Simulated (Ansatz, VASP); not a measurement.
**One calculation of CsPbCl3, two programs**

The input INCAR:

```
SYSTEM = CsPbCl3
PREC     = Accurate       ! precision mode
ENCUT    = 520            ! plane-wave cutoff, eV
EDIFF    = 1E-7           ! SCF threshold, eV
ISMEAR   = 1              ! smearing method
SIGMA    = 0.1451         ! smearing width, eV
LREAL    = .False.        ! projectors in reciprocal space
LASPH    = .True.         ! aspherical terms in the spheres
NELM     = 80             ! most SCF steps
ALGO     = Normal         ! electronic algorithm
ISIF     = 2              ! what is computed and relaxed
LWAVE    = .False.        ! write WAVECAR
LCHARG   = .False.        ! write CHGCAR
GGA      = PS             ! functional
NBANDS   = 30             ! bands
```

KPOINTS

```
regular mesh
0
Gamma
  5 5 5
  0 0 0
```

Contents of POSCAR:

```
CsPbCl3
1.0
    5.6283150000      0.0000000000      0.0000000000
    0.0000000000      5.6283150000      0.0000000000
    0.0000000000      0.0000000000      5.6283150000
Cl Cs Pb
3 1 1
Direct
    0.0000000000      0.5000000000      0.5000000000
    0.5000000000      0.0000000000      0.5000000000
    0.5000000000      0.5000000000      0.0000000000
    0.0000000000      0.0000000000      0.0000000000
    0.5000000000      0.5000000000      0.5000000000
```

Input for Ansatz:

```yaml
crystal:
  lattice:
    - [5.628315, 0.0, 0.0]
    - [0.0, 5.628315, 0.0]
    - [0.0, 0.0, 5.628315]
  atoms:
    - { symbol: Cl, position: [0.0, 0.5, 0.5] }
    - { symbol: Cl, position: [0.5, 0.0, 0.5] }
    - { symbol: Cl, position: [0.5, 0.5, 0.0] }
    - { symbol: Cs, position: [0.0, 0.0, 0.0] }
    - { symbol: Pb, position: [0.5, 0.5, 0.5] }
  symmetry: { tolerance: 0.0003 }
kpoints:
  mp_grid: { grid: [5, 5, 5], shift: [0, 0, 0] }
  band_path:
    path:
      - [0.0, 0.0, 0.0]
      - [0.0, 0.5, 0.0]
      - [0.5, 0.5, 0.0]
      - [0.0, 0.0, 0.0]
      - [0.5, 0.5, 0.5]
      - [0.0, 0.5, 0.0]
      - [0.5, 0.5, 0.5]
      - [0.5, 0.5, 0.0]
    npoints: 8
magnetization:
  spin_polarized: false
scf:
  occupations: { method: cold, width: 0.1451 }
  lower_state_search: "off"
  max_iter: 200
hamiltonian:
  pseudopotentials: { kind: paw }
  xc: pbesol
basis:
  ecutwfc: 420
  fft_grid_basis: typed
output:
  forces: true
  stress: true
  eigenvalues: true
  bader: true
  populations: true
  elf: true
  write_potential: true
  volumetric_format: npy
  dos:
    e_range: [-12, 8]
    de: 0.05
    projected: { site_lists: { Cl: [Cl], Cs: [Cs], Pb: [Pb] } }
checkpoint:
  read: saved_state
```

Alike in both runs: task single point; functional PBEsol; k mesh 5 × 5 × 5; no spin polarisation.

```csv
,VASP,Ansatz
version,VASP 6.6.1,Ansatz 0.2.0
potentials or method,"VASP PAW PBE potentials, release 64 (Cl, Cs_sv, Pb_d), cutoff 520 eV",PAW plane waves
occupations,"methfessel-paxton of order 1, width 0.1451 eV","cold, width 0.1451 eV"
valence electrons in the cell,44,44
```

Ansatz gave:

| Item | Value |
| --- | --- |
| gap on the k mesh at the Fermi level (eV) | 2.88 |
| pressure (GPa) | -0.2 |

Task: Estimate VASP's values.

Result: gap on the k mesh at the Fermi level (eV): 2.89; pressure (GPa): -0.2.

VASP's potentials were made for PBE, not for PBEsol.

Spin-orbit coupling is off throughout.
